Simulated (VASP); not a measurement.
Tl3Cu: single point with PBEsol

Tl3Cu:

```
CELL_PARAMETERS angstrom
-2.36594 2.36594 4.71176
2.36594 -2.36594 4.71176
2.36594 2.36594 -4.71176
ATOMIC_POSITIONS crystal
Tl 0.75000 0.25000 0.50000
Tl 0.25000 0.75000 0.50000
Tl 0.50000 0.50000 0.00000
Cu 0.00000 0.00000 0.00000
```

This cell differs from its parent crystal: strained.

| Property | Result |
| --- | --- |
| Program | VASP 6.6.1 |
| Task | single point |
| Functional | PBEsol |
| Potentials or basis | VASP PAW PBE potentials, release 64 (Tl_d, Cu) |
| Cutoff | 520 eV |
| k mesh | 12 × 12 × 12 |
| Occupations | gaussian, width 0.1 eV |
| Spin | no spin polarisation |
| Dipole correction | no |
| Further INCAR settings | ALGO = Normal; EDIFF = 1e-07; NBANDS = 33 |

| Item | Value |
| --- | --- |
| Pressure | -3.5 GPa |
| Band gap on the k mesh | zero (band 25 reaches 7.01 eV, above the bottom of band 26 at 4.04 eV) |

Stress tensor (GPa, compression positive):
```
-3.54  0.00  0.00
 0.00 -3.54  0.00
 0.00  0.00 -3.34
```

Levels at points of the mesh, in eV from the Fermi level:
```csv
k point,band 22,band 23,band 24,band 25,band 26,band 27,band 28,band 29
"(0.00, 0.00, 0.00)",-2.01,-1.71,-1.31,0.78,0.78,0.90,1.54,1.54
"(0.50, 0.00, 0.00)",-2.07,-2.00,-1.45,1.09,1.18,1.39,1.98,4.20
"(0.50, 0.50, 0.00)",-2.16,-1.99,-1.88,-1.80,-1.70,2.31,2.69,3.09
"(0.50, 0.50, 0.50)",-2.02,-1.71,-1.33,-1.33,-0.40,4.80,4.91,5.03
```

Wall time 9.7 min on 1 thread of Intel(R) Xeon(R) Platinum 8375C CPU @ 2.90GHz (Ice Lake) (shared host), peak memory 0.66 GiB.

Caveat: the cell differs from its parent crystal (strained); the PAW data sets were made with another functional, which shifts forces and pressure a little; spin-orbit coupling is left out, which moves the levels of the heavy elements.
